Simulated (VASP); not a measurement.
Set up this calculation in VASP 6.6.1, as the native input.

* Task: single point
* Functional: PBE
* Potentials or basis: VASP PAW PBE potentials, release 64 (Lu)
* Cutoff: 520 eV
* k mesh: 10 × 10 × 5
* Occupations: methfessel-paxton, width 0.1 eV
* Spin: no spin polarisation
* Dipole correction: no
* Further INCAR settings: ALGO = Normal; EDIFF = 1e-06; NBANDS = 32

The structure of Lu lies in POSCAR:

```
Lu
1.0
    3.3822058632      0.0000000000      0.0000000000
   -1.6911029316      2.9290761964      0.0000000000
    0.0000000000      0.0000000000      5.3593350250
Lu
2
Direct
    0.3333333333      0.6666666667      0.2500000000
    0.6666666667      0.3333333333      0.7500000000
```

The input as run:

INCAR

```
ALGO = Normal
EDIFF = 1E-6
ENCUT = 520
GGA = PE
ISIF = 2
ISMEAR = 1
LASPH = True
LCHARG = True
LELF = True
LREAL = False
LVHAR = True
LWAVE = False
NBANDS = 32
NELM = 100
PREC = Accurate
SIGMA = 0.1
```

KPOINTS

```
k-points
0
Gamma
  10 10 5
```

Potentials or basis: VASP PAW PBE potentials, release 64 (Lu).

The run is started by

```bash
$ cat potpaw_PBE.64/Lu/POTCAR > POTCAR
$ mpirun -np 1 vasp_std > vasp.out
```

Results of the run:

```
Pressure               : 5.1 GPa
Band gap on the k mesh : zero (band 25 reaches 3.49 eV, above the bottom of band 26 at 1.98 eV)
```

Caveat: spin-orbit coupling is left out, which moves the levels of the heavy elements.

Wall time 2.6 min on 1 thread of AMD EPYC 7R13, on a shared host, peak memory 0.18 GiB.
